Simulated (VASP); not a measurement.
# WS2 in VASP: single point with PBE+D3(BJ)

Aim: the single point of WS2 with PBE+D3(BJ).

All numbers are computed with VASP 6.6.1; they aren't measurements. Logs are shortened: lines on timing, memory, paths and dates and some standing lists are left out, and cuts for length are marked.

## Step 1: The cell of the first run

The cell holds a slab with vacuum, 63 atoms: a = 14.480 Å, b = 14.480 Å, c = 16.939 Å, α = 90.00°, β = 90.00°, γ = 120.00°.

## Step 2: Single point, PBE+D3(BJ)

Input file INCAR:

```
SYSTEM = WS2
  PREC = Accurate
  ENCUT = 520
  EDIFF = 1E-6
  ISMEAR = 0
  SIGMA = 0.01
  LREAL = Auto
  LASPH = .TRUE.
  NELM = 60
  ALGO = Normal
  ISIF = 2
  LWAVE = .FALSE.
  LCHARG = .FALSE.
  GGA = PE
  IVDW = 12
  NBANDS = 310
```

Input file KPOINTS:

```
Automatic mesh
0
G
  1 1 1
  0 0 0
```

Input file POSCAR:

```
WS2
1.0
    9.4791500826    -10.9455797038      0.0000000000
  -14.2187251239     -2.7363949259      0.0000000000
    0.0000000000      0.0000000000    -16.9394671920
W S
21 42
Direct
    0.6190476190      0.8571428571      0.0000000000
    0.3809523810      0.8095238095      0.0000000000
    0.1428571429      0.7619047619      0.0000000000
    0.9047619048      0.7142857143      0.0000000000
    0.6666666667      0.6666666667      0.0000000000
    0.4285714286      0.6190476190      0.0000000000
    0.1904761905      0.5714285714      0.0000000000
    0.9523809524      0.5238095238      0.0000000000
    0.7142857143      0.4761904762      0.0000000000
    0.4761904762      0.4285714286      0.0000000000
    0.2380952381      0.3809523810      0.0000000000
    0.0000000000      0.3333333333      0.0000000000
    0.7619047619      0.2857142857      0.0000000000
    0.5238095238      0.2380952381      0.0000000000
    0.2857142857      0.1904761905      0.0000000000
    0.0476190476      0.1428571429      0.0000000000
    0.8095238095      0.0952380952      0.0000000000
    0.5714285714      0.0476190476      0.0000000000
    0.3333333333      0.0000000000      0.0000000000
    0.0952380952      0.9523809524      0.0000000000
    0.8571428571      0.9047619048      0.0000000000
    0.7142857143      0.8095238095      0.0930373795
    0.4761904762      0.7619047619      0.0930373795
    0.2380952381      0.7142857143      0.0930373795
    0.0000000000      0.6666666667      0.0930373795
    0.7619047619      0.6190476190      0.0930373795
    0.5238095238      0.5714285714      0.0930373795
    0.2857142857      0.5238095238      0.0930373795
    0.0476190476      0.4761904762      0.0930373795
    0.8095238095      0.4285714286      0.0930373795
    0.5714285714      0.3809523810      0.0930373795
    0.3333333333      0.3333333333      0.0930373795
    0.0952380952      0.2857142857      0.0930373795
    0.8571428571      0.2380952381      0.0930373795
    0.6190476190      0.1904761905      0.0930373795
    0.3809523810      0.1428571429      0.0930373795
    0.1428571429      0.0952380952      0.0930373795
    0.9047619048      0.0476190476      0.0930373795
    0.6666666667      1.0000000000      0.0930373795
    0.4285714286      0.9523809524      0.0930373795
    0.1904761905      0.9047619048      0.0930373795
    0.9523809524      0.8571428571      0.0930373795
    0.7142857143      0.8095238095      0.9069626205
    0.4761904762      0.7619047619      0.9069626205
    0.2380952381      0.7142857143      0.9069626205
    0.0000000000      0.6666666667      0.9069626205
    0.7619047619      0.6190476190      0.9069626205
    0.5238095238      0.5714285714      0.9069626205
    0.2857142857      0.5238095238      0.9069626205
    0.0476190476      0.4761904762      0.9069626205
    0.8095238095      0.4285714286      0.9069626205
    0.5714285714      0.3809523810      0.9069626205
    0.3333333333      0.3333333333      0.9069626205
    0.0952380952      0.2857142857      0.9069626205
    0.8571428571      0.2380952381      0.9069626205
    0.6190476190      0.1904761905      0.9069626205
    0.3809523810      0.1428571429      0.9069626205
    0.1428571429      0.0952380952      0.9069626205
    0.9047619048      0.0476190476      0.9069626205
    0.6666666667      1.0000000000      0.9069626205
    0.4285714286      0.9523809524      0.9069626205
    0.1904761905      0.9047619048      0.9069626205
    0.9523809524      0.8571428571      0.9069626205
```

Potentials or basis: VASP PAW PBE potentials, release 64 (W_sv, S).

Command:

```console
$ cat potpaw_PBE.64/W_sv/POTCAR potpaw_PBE.64/S/POTCAR > POTCAR
$ mpirun -np 1 vasp_gam > vasp.out
```

OUTCAR:

```text
SYSTEM = WS2
   PREC = Accurate
   ENCUT = 520
   EDIFF = 1E-6
   ISMEAR = 0
   LREAL = Auto
   LASPH = .TRUE.
   NELM = 60
   ISIF = 2
   GGA = PE
   IVDW = 12
 IVDW          = 12

 ion  position               nearest neighbor table
   1  0.619  0.857  0.000-  23 2.41  44 2.41  39 2.41  60 2.41  22 2.41  43 2.41   2 3.16   6 3.16
                             5 3.16  21 3.16  17 3.16  18 3.16
   2  0.381  0.810  0.000-  23 2.41  44 2.41  24 2.41  45 2.41  40 2.41  61 2.41   1 3.16  18 3.16
                             7 3.16   6 3.16   3 3.16  19 3.16
   3  0.143  0.762  0.000-  24 2.41  45 2.41  25 2.41  46 2.41  41 2.41  62 2.41  19 3.16   8 3.16
                             7 3.16   4 3.16   2 3.16  20 3.16
   4  0.905  0.714  0.000-  42 2.41  63 2.41  46 2.41  25 2.41  47 2.41  26 2.41  20 3.16   9 3.16
                             8 3.16   5 3.16   3 3.16  21 3.16
   5  0.667  0.667  0.000-  22 2.41  43 2.41  26 2.41  47 2.41  27 2.41  48 2.41  21 3.16   1 3.16
                             6 3.16  10 3.16   9 3.16   4 3.16
   6  0.429  0.619  0.000-  27 2.41  48 2.41  28 2.41  49 2.41  23 2.41  44 2.41  10 3.16  11 3.16
                             1 3.16   5 3.16   2 3.16   7 3.16
   7  0.190  0.571  0.000-  28 2.41  49 2.41  29 2.41  50 2.41  24 2.41  45 2.41  11 3.16   2 3.16
                            12 3.16   3 3.16   6 3.16   8 3.16
   8  0.952  0.524  0.000-  29 2.41  50 2.41  30 2.41  51 2.41  25 2.41  46 2.41  13 3.16   3 3.16
                            12 3.16   4 3.16   7 3.16   9 3.16
   9  0.714  0.476  0.000-  26 2.41  47 2.41  30 2.41  51 2.41  31 2.41  52 2.41   4 3.16  14 3.16
[... 65 lines left out ...]
  62  0.190  0.905  0.907-  19 2.41   3 2.41  20 2.41
  63  0.952  0.857  0.907-   4 2.41  20 2.41  21 2.41

  LATTYP: Found a hexagonal cell.
 ALAT       =    14.4796409258
 C/A-ratio  =     1.1698817173

  Lattice vectors:

 A1 = (   9.4791500826, -10.9455797038,   0.0000000000)
 A2 = ( -14.2187251239,  -2.7363949259,   0.0000000000)
 A3 = (   0.0000000000,   0.0000000000, -16.9394671920)

Analysis of symmetry for initial positions (statically):
=====================================================================
 Subroutine PRICEL returns following result:

  LATTYP: Found a hexagonal cell.
 ALAT       =     3.1597167005
 C/A-ratio  =     5.3610715129

  Lattice vectors:

 A1 = (  -1.5798583526,   2.7363949301,   0.0000000000)
 A2 = (   3.1597166953,  -0.0000000008,   0.0000000000)
 A3 = (   0.0000000000,   0.0000000000, -16.9394671920)

  21 primitive cells build up your supercell.

 Routine SETGRP: Setting up the symmetry group for a
 hexagonal supercell.

 Subroutine GETGRP returns: Found  6 space group operations
 (whereof  6 operations were pure point group operations)
 out of a pool of 24 trial point group operations.

The static configuration has the point symmetry C_3h.

Analysis of symmetry for dynamics (positions and initial velocities):
=====================================================================
 Subroutine PRICEL returns following result:

  LATTYP: Found a hexagonal cell.
 ALAT       =     3.1597167005
 C/A-ratio  =     5.3610715129

  Lattice vectors:

 A1 = (  -1.5798583526,   2.7363949301,   0.0000000000)
 A2 = (   3.1597166953,  -0.0000000008,   0.0000000000)
 A3 = (   0.0000000000,   0.0000000000, -16.9394671920)

  21 primitive cells build up your supercell.

 Routine SETGRP: Setting up the symmetry group for a
 hexagonal supercell.

 Subroutine GETGRP returns: Found  6 space group operations
 (whereof  6 operations were pure point group operations)
 out of a pool of 24 trial point group operations.

The dynamic configuration has the point symmetry C_3h.

 Subroutine INISYM returns: Found  6 space group operations
 (whereof  6 operations are pure point group operations),
 and found    21 'primitive' translations

----------------------------------------------------------------------------------------

                                     Primitive cell

  volume of cell :     146.4626

  direct lattice vectors                    reciprocal lattice vectors
    -1.579858353  2.736394930  0.000000000     0.000000000  0.365444326  0.000000000
     3.159716695 -0.000000001  0.000000000     0.316484070  0.182722163  0.000000000
     0.000000000  0.000000000-16.939467192     0.000000000  0.000000000 -0.059033734

  length of vectors
     3.159716701  3.159716695 16.939467192     0.365444326  0.365444326  0.059033734

  position of ions in fractional coordinates (direct lattice)
     0.666666671  0.333333331  0.000000000
     0.333333338  0.666666664  0.093037379
     0.333333338  0.666666664  0.906962621

  ion indices of the primitive-cell ions
   primitive index   ion index
                 1           1
                 2          22
                 3          43

----------------------------------------------------------------------------------------

 KPOINTS: Automatic mesh

Automatic generation of k-mesh.
 Grid dimensions read from file:
 generate k-points for:    1    1    1

 Generating k-lattice:

  Cartesian coordinates                     Fractional coordinates (reciprocal lattice)
     0.015070670 -0.078309498  0.000000000     1.000000000 -0.000000000  0.000000000
    -0.060282680 -0.052206332  0.000000000     0.000000000  1.000000000  0.000000000
     0.000000000  0.000000000 -0.059033734     0.000000000  0.000000000  1.000000000

  Length of vectors
     0.079746490  0.079746490  0.059033734

  Shift w.r.t. Gamma in fractional coordinates (k-lattice)
     0.000000000  0.000000000  0.000000000

 Subroutine IBZKPT returns following result:
 ===========================================

 Found      1 irreducible k-points:

 Following reciprocal coordinates:
            Coordinates               Weight
  0.000000  0.000000  0.000000      1.000000
   k-points           NKPTS =      1   k-points in BZ     NKDIM =      1   number of bands    NBANDS=    310
   number of dos      NEDOS =    301   number of ions     NIONS =     63
   total plane-waves  NPLWV = ******
   dimension x,y,z NGX =   108 NGY =  108 NGZ =  126
   dimension x,y,z NGXF=   216 NGYF=  216 NGZF=  252
   ions per type =              21  42
   NGX,Y,Z   is equivalent  to a cutoff of  12.40, 12.40, 12.37 a.u.
   NGXF,Y,Z  is equivalent  to a cutoff of  24.80, 24.80, 24.73 a.u.
 SYSTEM =  WS2
   PREC   = accura    normal or accurate (medium, high low for compatibility)
   ISTART =      0    job   : 0-new  1-cont  2-samecut
   ICHARG =      2    charge: 1-file 2-atom 10-const
   ISPIN  =      1    spin polarized calculation?
   LNONCOLLINEAR =      F non collinear calculations
   LSORBIT =      F    spin-orbit coupling
   LASPH  =      T    aspherical Exc in radial PAW
   ENCUT  =  520.0 eV  38.22 Ry    6.18 a.u.  26.92 26.92 31.50*2*pi/ulx,y,z
   NELM   =     60;   NELMIN=  2; NELMDL= -5     # of ELM steps
   EDIFF  = 0.1E-05   stopping-criterion for ELM
   LREAL  =      T    real-space projection
   EDIFFG = 0.1E-04   stopping-criterion for IOM
   NSW    =      0    number of steps for IOM
[... 5 lines left out ...]
   TEBEG  =    0.0;   TEEND  =   0.0 temperature during run
   PSTRESS=    0.0 pullay stress
   NELECT =     546.0000    total number of electrons
   NUPDOWN=      -1.0000    fix difference up-down
   EMIN   =  10.00;   EMAX   =-10.00  energy-range for DOS
   EFERMI =   0.00;   METHOD = LEGACY
   ISMEAR =     0;   SIGMA  =   0.01  broadening in eV -4-tet -1-fermi 0-gaus
   EFERMI_NEDOS =   21; number of points for ismear=-14 and -15
   IALGO  =     38    algorithm
   IMIX   =      4    mixing-type and parameters
     AMIX     =   0.40;   BMIX     =  1.00
     AMIX_MAG =   1.60;   BMIX_MAG =  1.00
  volume/ion in A,a.u.               =      48.82       329.46
  Fermi-wavevector in a.u.,A,eV,Ry     =   0.920076  1.738692 11.517875  0.846540
  Thomas-Fermi vector in A             =   2.045341
   LORBIT       =      0    0 simple, 1 ext, 2 COOP (PROOUT), +10 PAW based schemes
   GGA     = PE    functional components
   LHFCALC =     F    Hartree Fock is set to
   AEXX    =    0.0000 exact exchange contribution
   IVDW    =    12    specifies the selected vdW correction
   LEPSILON=     F    determine dielectric tensor
   LRPA    =     F    only Hartree local field effects (RPA)
 non-spin polarized calculation
 Gauss-broadening in eV      SIGMA  =   0.01
  energy-cutoff  :      520.00
  volume of cell :     3075.71
 maximum number of plane-waves:     41468
 NGX is ok and might be reduce to   108
   NGX = 53   NGY = 53   NGZ = 63

 number of electron     546.0000003 magnetization

 Free energy of the ion-electron system (eV)
  ---------------------------------------------------
  ext. energy  EPLUGINS =         0.00000000
  ---------------------------------------------------
  free energy    TOTEN  =      -496.87976548 eV

  energy without entropy =     -496.87976548  energy(sigma->0) =     -496.87976548

 E-fermi :  -1.0297     XC(G=0):  -4.5822

 val. band max:       -1.1018454030   @ k =   0.0000   0.0000   0.0000
 cond. band min:       0.8146870981   @ k =   0.0000   0.0000   0.0000
 fundamental gap:      1.9165325011
 Fermi energy:        -1.0296874704

 k-point     1 :       0.0000    0.0000    0.0000
  band No.  band energies     occupation
      1     -75.1103      2.00000
      2     -75.1029      2.00000
      3     -75.1029      2.00000
      4     -75.1029      2.00000
      5     -75.1029      2.00000
      6     -75.1029      2.00000
[... 277 lines left out ...]
    284       1.2272      0.00000
    285       1.2272      0.00000
 [bands above 285 left out]

------------------------ aborting loop because EDIFF is reached ----------------------------------------

 Edisp (eV)  -19.57740

 E6    (eV) :   -10.7903

 E8    (eV) :    -8.7871

  FORCE on cell =-STRESS in cart. coord.  units (eV):
  Direction    XX          YY          ZZ          XY          YZ          ZX
  --------------------------------------------------------------------------------------
  -------------------------------------------------------------------------------------
  Total      -0.56395    -0.56395     0.83103    -0.00000     0.00000     0.00000
  in kB      -0.29377    -0.29377     0.43289    -0.00000     0.00000     0.00000
  external pressure =       -0.05 kB  Pullay stress =        0.00 kB

 VOLUME and BASIS-vectors are now :
 -----------------------------------------------------------------------------
  energy-cutoff  :      520.00
  volume of cell :     3075.71
      direct lattice vectors                 reciprocal lattice vectors
     9.479150083-10.945579704  0.000000000     0.015070670 -0.078309498  0.000000000
   -14.218725124 -2.736394926  0.000000000    -0.060282680 -0.052206332  0.000000000
     0.000000000  0.000000000-16.939467192     0.000000000  0.000000000 -0.059033734

 POSITION                                       TOTAL-FORCE (eV/Angst)
 -----------------------------------------------------------------------------------
     -6.31943     -9.12132      0.00000         0.000000     -0.000000     -0.000000
     -7.89929     -6.38492      0.00000        -0.000000     -0.000000     -0.000000
     -9.47915     -3.64853      0.00000         0.000000     -0.000000     -0.000000
     -1.57986    -11.85771      0.00000        -0.000000      0.000000     -0.000000
     -3.15972     -9.12132      0.00000         0.000000     -0.000000     -0.000000
     -4.73958     -6.38492      0.00000        -0.000000      0.000000     -0.000000
[... 55 lines left out ...]
    -11.05901     -4.56066    -15.36346        -0.000000      0.000000      0.026018
     -3.15972    -12.76984    -15.36346         0.000000      0.000000      0.026018
 -----------------------------------------------------------------------------------
    total drift:                                0.000001      0.000007     -0.000000

  FREE ENERGIE OF THE ION-ELECTRON SYSTEM (eV)
  ---------------------------------------------------
  free  energy   TOTEN  =      -516.4571610738 eV

  energy  without entropy=     -516.4571610738  energy(sigma->0) =     -516.45716107
```

It took 52 min on 1 thread of Oxide Virtual Turin-like, shared host; peak memory 2.4 GiB.

Results:

```yaml
Free_energy: -516.4572 eV
Largest_force: 0.026 eV/Å
Band_gap_on_the_k_mesh: 1.92 eV
Dispersion_energy_per_atom: -0.311 eV
```

Forces on the atoms (eV/Å):
```
W    0.000  0.000  0.000
W    0.000  0.000  0.000
W    0.000  0.000  0.000
W    0.000  0.000  0.000
W    0.000  0.000  0.000
W    0.000  0.000  0.000
W    0.000  0.000  0.000
W    0.000  0.000  0.000
W    0.000  0.000  0.000
W    0.000  0.000  0.000
W    0.000  0.000  0.000
W    0.000  0.000  0.000
W    0.000  0.000  0.000
W    0.000  0.000  0.000
W    0.000  0.000  0.000
W    0.000  0.000  0.000
W    0.000  0.000  0.000
W    0.000  0.000  0.000
W    0.000  0.000  0.000
W    0.000  0.000  0.000
W    0.000  0.000  0.000
S    0.000  0.000 -0.026
S    0.000  0.000 -0.026
S    0.000  0.000 -0.026
S    0.000  0.000 -0.026
S    0.000  0.000 -0.026
S    0.000  0.000 -0.026
S    0.000  0.000 -0.026
S    0.000  0.000 -0.026
S    0.000  0.000 -0.026
S    0.000  0.000 -0.026
S    0.000  0.000 -0.026
S    0.000  0.000 -0.026
S    0.000  0.000 -0.026
S    0.000  0.000 -0.026
S    0.000  0.000 -0.026
S    0.000  0.000 -0.026
S    0.000  0.000 -0.026
S    0.000  0.000 -0.026
S    0.000  0.000 -0.026
S    0.000  0.000 -0.026
S    0.000  0.000 -0.026
S    0.000  0.000  0.026
S    0.000  0.000  0.026
S    0.000  0.000  0.026
S    0.000  0.000  0.026
S    0.000  0.000  0.026
S    0.000  0.000  0.026
S    0.000  0.000  0.026
S    0.000  0.000  0.026
S    0.000  0.000  0.026
S    0.000  0.000  0.026
S    0.000  0.000  0.026
S    0.000  0.000  0.026
S    0.000  0.000  0.026
S    0.000  0.000  0.026
S    0.000  0.000  0.026
S    0.000  0.000  0.026
S    0.000  0.000  0.026
S    0.000  0.000  0.026
S    0.000  0.000  0.026
S    0.000  0.000  0.026
S    0.000  0.000  0.026
```

Levels at points of the mesh, in eV from the valence-band top:
```tsv
k point	band 270	band 271	band 272	band 273	band 274	band 275	band 276	band 277
(0.00, 0.00, 0.00)	-0.70	-0.15	0.00	0.00	1.92	1.92	2.21	2.21
```

Caveat: the k points lie up to 0.50 Å⁻¹ apart; there is no dipole correction, which matters where the two faces differ; spin-orbit coupling is left out, which moves the levels of the heavy elements.
